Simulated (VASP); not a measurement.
# Ca2PF (R-3m) in VASP: single point with PBE

Aim: the single point of Ca2PF with PBE.

Everything below comes from runs of VASP 6.6.1. Logs are shortened: lines on timing, memory, paths and dates and some standing lists are left out, and cuts for length are marked.

## Step 1: The cell of the first run

The structure is trigonal, space group R-3m (No. 166). The conventional cell has a = 3.850 Å, b = 3.850 Å, c = 19.515 Å, α = 90.00°, β = 90.00°, γ = 120.00°. P (site symmetry -3m) has 6 Ca at 2.56 Å within 3.4 Å. F (site symmetry -3m) has 6 Ca at 2.98 Å and 6 F at 3.85 Å and 6 P at 3.94 Å within 4.0 Å. Ca (site symmetry 3m) has 3 P at 2.56 Å and 3 F at 2.98 Å and 3 Ca at 3.36 Å within 3.4 Å.

## Step 2: Single point, PBE

The input, INCAR:

```
SYSTEM = Ca2PF
PREC = Accurate
ENCUT = 520
EDIFF = 1E-6
ISMEAR = 1
SIGMA = 0.0516
LREAL = .FALSE.
LASPH = .TRUE.
NELM = 100
ALGO = Normal
ISIF = 2
LWAVE = .FALSE.
LCHARG = .TRUE.
GGA = PE
LELF = .TRUE.
LVHAR = .TRUE.
NBANDS = 24
```

The input, KPOINTS:

```
Automatic mesh
0
G
  8 8 8
  0 0 0
```

The input, POSCAR:

```
Ca2PF
1.0
    1.9247540000      3.3337680000      0.0000000000
   -1.9247540000      3.3337680000      0.0000000000
   -1.9247540000      1.1112530000      6.5048540000
P F Ca
1 1 2
Direct
    0.5000000000      0.0000000000      0.5000000000
    0.0000000000      0.0000000000      0.0000000000
    0.2313000000      0.5374000000      0.6939000000
    0.7687000000      0.4626000000      0.3061000000
```

Potentials or basis: VASP PAW PBE potentials, release 64 (P, F, Ca_sv).

Launch:

```
> cat potpaw_PBE.64/P/POTCAR potpaw_PBE.64/F/POTCAR potpaw_PBE.64/Ca_sv/POTCAR > POTCAR
> mpirun -np 1 vasp_std > vasp.out
```

OUTCAR:

```text
SYSTEM = Ca2PF
   PREC = Accurate
   ENCUT = 520
   EDIFF = 1E-6
   ISMEAR = 1
   LREAL = .FALSE.
   LASPH = .TRUE.
   NELM = 100
   ISIF = 2
   GGA = PE

 ion  position               nearest neighbor table
   1  0.500  0.000  0.500-   3 2.56   4 2.56   3 2.56   3 2.56   4 2.56   4 2.56
   2  0.000  0.000  0.000-
   3  0.231  0.537  0.694-   1 2.56   1 2.56   1 2.56
   4  0.769  0.463  0.306-   1 2.56   1 2.56   1 2.56

  LATTYP: Found a trigonal (rhomboedric) cell.
 ALAT       =     6.8740589721
 COS(alpha) =     0.8431971507

  Lattice vectors:

 A1 = (   1.9247540000,   1.1112530000,   6.5048540000)
 A2 = (  -1.9247540000,   1.1112530000,   6.5048540000)
 A3 = (   0.0000000000,  -2.2225150000,   6.5048540000)

Analysis of symmetry for initial positions (statically):
=====================================================================
 Subroutine PRICEL returns:
 Original cell was already a primitive cell.

 Routine SETGRP: Setting up the symmetry group for a
 trigonal (rhombohedral) supercell.

 Subroutine GETGRP returns: Found 12 space group operations
 (whereof 12 operations were pure point group operations)
 out of a pool of 12 trial point group operations.

The static configuration has the point symmetry D_3d.

Analysis of symmetry for dynamics (positions and initial velocities):
=====================================================================
 Subroutine PRICEL returns:
 Original cell was already a primitive cell.

 Routine SETGRP: Setting up the symmetry group for a
 trigonal (rhombohedral) supercell.

 Subroutine GETGRP returns: Found 12 space group operations
 (whereof 12 operations were pure point group operations)
 out of a pool of 12 trial point group operations.

The dynamic configuration has the point symmetry D_3d.

 Subroutine INISYM returns: Found 12 space group operations
 (whereof 12 operations are pure point group operations),
 and found     1 'primitive' translations

----------------------------------------------------------------------------------------

                                     Primitive cell

  volume of cell :      83.4792

  direct lattice vectors                    reciprocal lattice vectors
     1.924754000  3.333768000  0.000000000     0.259773457  0.149980443  0.051243853
    -1.924754000  3.333768000  0.000000000    -0.259773457  0.149980443 -0.102487499
    -1.924754000  1.111253000  6.504854000     0.000000000  0.000000000  0.153731352

  length of vectors
     3.849504778  3.849504778  6.874058972     0.304306284  0.316985914  0.153731352

  position of ions in fractional coordinates (direct lattice)
     0.500000000  1.000000000  0.500000000
     0.000000000  0.000000000  0.000000000
     0.231300000  0.537400000  0.693900000
     0.768700000  0.462600000  0.306100000

  ion indices of the primitive-cell ions
   primitive index   ion index
                 1           1
                 2           2
                 3           3
                 4           4

----------------------------------------------------------------------------------------

 KPOINTS: Automatic mesh

Automatic generation of k-mesh.
 Grid dimensions read from file:
 generate k-points for:    8    8    8

 Generating k-lattice:

  Cartesian coordinates                     Fractional coordinates (reciprocal lattice)
     0.032471682  0.018747555  0.006405482     0.125000000  0.000000000  0.000000000
    -0.032471682  0.018747555 -0.012810937     0.000000000  0.125000000 -0.000000000
     0.000000000  0.000000000  0.019216419     0.000000000  0.000000000  0.125000000

  Length of vectors
     0.038038285  0.039623239  0.019216419

  Shift w.r.t. Gamma in fractional coordinates (k-lattice)
     0.000000000  0.000000000  0.000000000

 Subroutine IBZKPT returns following result:
 ===========================================

 Found     65 irreducible k-points:

 Following reciprocal coordinates:
            Coordinates               Weight
  0.000000  0.000000  0.000000      1.000000
  0.125000  0.000000  0.000000      6.000000
  0.250000  0.000000  0.000000      6.000000
  0.375000  0.000000  0.000000      6.000000
  0.500000  0.000000  0.000000      3.000000
  0.000000  0.125000 -0.000000      6.000000
[... 16 lines left out ...]
  0.125000  0.000000  0.125000      6.000000
  0.250000  0.000000  0.125000      6.000000
 [... further k-points ...]
   k-points           NKPTS =     65   k-points in BZ     NKDIM =     65   number of bands    NBANDS=     24
   number of dos      NEDOS =    301   number of ions     NIONS =      4
   total plane-waves  NPLWV =  48600
   dimension x,y,z NGX =    30 NGY =   30 NGZ =   54
   dimension x,y,z NGXF=    60 NGYF=   60 NGZF=  108
   ions per type =               1   1   2
   NGX,Y,Z   is equivalent  to a cutoff of  12.96, 12.96, 13.06 a.u.
   NGXF,Y,Z  is equivalent  to a cutoff of  25.91, 25.91, 26.12 a.u.
 SYSTEM =  Ca2PF
   PREC   = accura    normal or accurate (medium, high low for compatibility)
   ISTART =      0    job   : 0-new  1-cont  2-samecut
   ICHARG =      2    charge: 1-file 2-atom 10-const
   ISPIN  =      1    spin polarized calculation?
   LNONCOLLINEAR =      F non collinear calculations
   LSORBIT =      F    spin-orbit coupling
   LASPH  =      T    aspherical Exc in radial PAW
   ENCUT  =  520.0 eV  38.22 Ry    6.18 a.u.   7.16  7.16 12.78*2*pi/ulx,y,z
   NELM   =    100;   NELMIN=  2; NELMDL= -5     # of ELM steps
   EDIFF  = 0.1E-05   stopping-criterion for ELM
   LREAL  =      F    real-space projection
   EDIFFG = 0.1E-04   stopping-criterion for IOM
   NSW    =      0    number of steps for IOM
   IBRION =     -1    ionic relax: 0-MD 1-quasi-New 2-CG
   NFREE  =      0    steps in history (QN), initial steepest desc. (CG)
   ISIF   =      2    stress and relaxation
   ISYM   =      2    0-nonsym 1-usesym 2-fastsym
   POTIM  = 0.5000    time-step for ionic-motion
   TEBEG  =    0.0;   TEEND  =   0.0 temperature during run
   PSTRESS=    0.0 pullay stress
   NELECT =      32.0000    total number of electrons
   NUPDOWN=      -1.0000    fix difference up-down
   EMIN   =  10.00;   EMAX   =-10.00  energy-range for DOS
   EFERMI =   0.00;   METHOD = LEGACY
   ISMEAR =     1;   SIGMA  =   0.05  broadening in eV -4-tet -1-fermi 0-gaus
   EFERMI_NEDOS =   21; number of points for ismear=-14 and -15
   IALGO  =     38    algorithm
   IMIX   =      4    mixing-type and parameters
     AMIX     =   0.40;   BMIX     =  1.00
     AMIX_MAG =   1.60;   BMIX_MAG =  1.00
  volume/ion in A,a.u.               =      20.87       140.84
  Fermi-wavevector in a.u.,A,eV,Ry     =   1.189229  2.247317 19.242247  1.414265
  Thomas-Fermi vector in A             =   2.325341
   LORBIT       =      0    0 simple, 1 ext, 2 COOP (PROOUT), +10 PAW based schemes
   GGA     = PE    functional components
   LHFCALC =     F    Hartree Fock is set to
   AEXX    =    0.0000 exact exchange contribution
   IVDW    =     0    specifies the selected vdW correction
   LEPSILON=     F    determine dielectric tensor
   LRPA    =     F    only Hartree local field effects (RPA)
 non-spin polarized calculation
 Methfessel and Paxton  Order N= 1 SIGMA  =   0.05
  energy-cutoff  :      520.00
  volume of cell :       83.48
 maximum number of plane-waves:      2268
 NGX is ok and might be reduce to    30
   NGX = 15   NGY = 15   NGZ = 25

 number of electron      32.0000003 magnetization

 Free energy of the ion-electron system (eV)
  ---------------------------------------------------
  ext. energy  EPLUGINS =         0.00000000
  ---------------------------------------------------
  free energy    TOTEN  =       -17.71553019 eV

  energy without entropy =      -17.71692483  energy(sigma->0) =      -17.71599507

 E-fermi :   2.1838     XC(G=0):  -8.9441

 val. band max:        2.1635606244   @ k =   0.0000   0.0000   0.0000
 cond. band min:       4.2418752623   @ k =   0.0000   0.5000  -0.0000
 fundamental gap:      2.0783146380
 Fermi energy:         2.1837717771

 k-point     1 :       0.0000    0.0000    0.0000
  band No.  band energies     occupation
      1     -36.7414      2.00000
      2     -36.6825      2.00000
      3     -19.2806      2.00000
      4     -18.0132      2.00000
      5     -17.7747      2.00000
      6     -17.7747      2.00000
[... 16 lines left out ...]
     23       8.7988      0.00000
     24       9.0629      0.00000

 k-point     2 :       0.1250    0.0000    0.0000
  band No.  band energies     occupation
      1     -36.7371      2.00000
      2     -36.6823      2.00000
      3     -19.2732      2.00000
      4     -18.0224      2.00000
      5     -17.8155      2.00000
      6     -17.7879      2.00000
[... 16 lines left out ...]
     23       8.9393      0.00000
     24       9.1266      0.00000

 k-point     3 :       0.2500    0.0000    0.0000
  band No.  band energies     occupation
      1     -36.7260      2.00000
      2     -36.6826      2.00000
      3     -19.2565      2.00000
      4     -18.0387      2.00000
      5     -17.8992      2.00000
      6     -17.8161      2.00000
[... 16 lines left out ...]
     23       9.1331      0.00000
     24       9.1714      0.00000
[... 514 lines left out ...]
 k-point    23 :       0.1250    0.0000    0.1250
  band No.  band energies     occupation
      1     -36.7369      2.00000
      2     -36.6825      2.00000
      3     -19.2723      2.00000
      4     -18.0279      2.00000
      5     -17.8142      2.00000
      6     -17.7875      2.00000
[... 16 lines left out ...]
     23       8.9125      0.00000
     24       9.0191      0.00000

 k-point    24 :       0.2500    0.0000    0.1250
  band No.  band energies     occupation
      1     -36.7258      2.00000
      2     -36.6828      2.00000
      3     -19.2569      2.00000
      4     -18.0378      2.00000
      5     -17.8959      2.00000
      6     -17.8159      2.00000
[... 16 lines left out ...]
     23       9.0764      0.00000
     24       9.2438      0.00000

 [... further k-points ...]

------------------------ aborting loop because EDIFF is reached ----------------------------------------

  FORCE on cell =-STRESS in cart. coord.  units (eV):
  Direction    XX          YY          ZZ          XY          YZ          ZX
  --------------------------------------------------------------------------------------
  -------------------------------------------------------------------------------------
  Total        8.3358794      8.3358608      4.8827127      0.0000000     -0.0000023      0.0000000
  in kB      159.9866898    159.9863327     93.7116534      0.0000000     -0.0000432      0.0000000
  external PRESSURE =     137.8948920 kB  Pullay stress =       0.0000000 kB

 VOLUME and BASIS-vectors are now :
 -----------------------------------------------------------------------------
  energy-cutoff  :      520.00
  volume of cell :       83.48
      direct lattice vectors                 reciprocal lattice vectors
     1.924754000  3.333768000  0.000000000     0.259773457  0.149980443  0.051243853
    -1.924754000  3.333768000  0.000000000    -0.259773457  0.149980443 -0.102487499
    -1.924754000  1.111253000  6.504854000     0.000000000  0.000000000  0.153731352

 POSITION                                       TOTAL-FORCE (eV/Angst)
 -----------------------------------------------------------------------------------
      0.00000      2.22251      3.25243        -0.000000     -0.000000      0.000000
      0.00000      0.00000      0.00000        -0.000000     -0.000000      0.000000
     -1.92475      3.33377      4.51372        -0.000000     -0.000002      3.860396
      0.00000      4.44502      1.99114         0.000000      0.000002     -3.860396
 -----------------------------------------------------------------------------------
    total drift:                               -0.000000      0.000000      0.000000

  FREE ENERGIE OF THE ION-ELECTRON SYSTEM (eV)
  ---------------------------------------------------
  free  energy   TOTEN  =       -17.7155301874 eV

  energy  without entropy=      -17.7169248343  energy(sigma->0) =      -17.71599507
```

Wall time 2.4 min (1 thread of Intel Xeon Platinum 8259CL at 2.50GHz (Skylake/Cascade Lake), shared host); peak memory 0.29 GiB.

What came out:

```yaml
Free_energy: -17.7155 eV
Pressure: 13.8 GPa
Largest_force: 3.860 eV/Å
Band_gap_on_the_k_mesh: 2.08 eV (least direct gap 2.11 eV)
```

Forces on the atoms (eV/Å):
```
P    0.000  0.000  0.000
F    0.000  0.000  0.000
Ca   0.000  0.000  3.860
Ca   0.000  0.000 -3.860
```

Caveat: the cell stands under pressure; forces of over 1 eV/Å act on the atoms, so gaps and moduli don't describe the material at rest.
